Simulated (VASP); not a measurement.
Runs of VASP 6.6.1 on Cu3O2. The structure is that of space group I4/mmm (No. 139), or close to it. The cells are those of the table. 

```csv
task,level,potentials or basis,cell,k mesh,cutoff (eV),gap on the mesh (eV),pressure (GPa),relaxed volume (Å³/atom)
single point,PBEsol,"VASP PAW PBE potentials, release 64 (Cu_sv_GW, O)","a = 4.598 Å, angles 127.8, 127.8, 76.9°, 5 atoms",8 × 8 × 8,820,none,-2.5,-
single point,revPBE,"VASP PAW PBE potentials, release 64 (Cu, O)","a = 4.702 Å, angles 128.0, 128.0, 76.6°, 5 atoms",9 × 9 × 9,520,none,0.7,-
single point,BLYP,"VASP PAW PBE potentials, release 64 (Cu, O)","a = 4.725 Å, angles 127.4, 127.4, 77.5°, 5 atoms",9 × 9 × 9,520,none,0.9,-
single point,PBEsol,"VASP PAW PBE potentials, release 64 (Cu, O)","a = 4.589 Å, angles 128.7, 128.7, 75.4°, 5 atoms",9 × 9 × 9,520,none,0.9,-
relaxation of cell and atoms,PBEsol,"VASP PAW PBE potentials, release 64 (Cu, O)","relaxed from a = 4.656 Å, angles 128.5, 128.5, 75.8°, 5 atoms",9 × 9 × 9,600,none,0.0,11.48
single point,PBE,"VASP PAW PBE potentials, release 64 (Cu, O)","a = 4.663 Å, angles 128.3, 128.3, 76.2°, 5 atoms",9 × 9 × 9,520,none,0.8,-
single point,RPBE,"VASP PAW PBE potentials, release 64 (Cu, O)","a = 4.717 Å, angles 127.9, 127.9, 76.8°, 5 atoms",9 × 9 × 9,520,none,0.7,-
relaxation of cell and atoms,revPBE,"VASP PAW PBE potentials, release 64 (Cu, O)","relaxed from a = 4.656 Å, angles 128.5, 128.5, 75.8°, 5 atoms",9 × 9 × 9,600,none,-0.1,(a)
```

Alike in all rows: no spin polarisation; smearing fermi-dirac 0.05 eV.

Task: Estimate the missing entries.

Result: (a) 12.58.

Caveats: the PAW data sets were made with another functional, which shifts forces and pressure a little (at least some runs).

A gap of «none» marks levels without a gap at the run's occupations.

The runs don't all hold the same shells in valence.
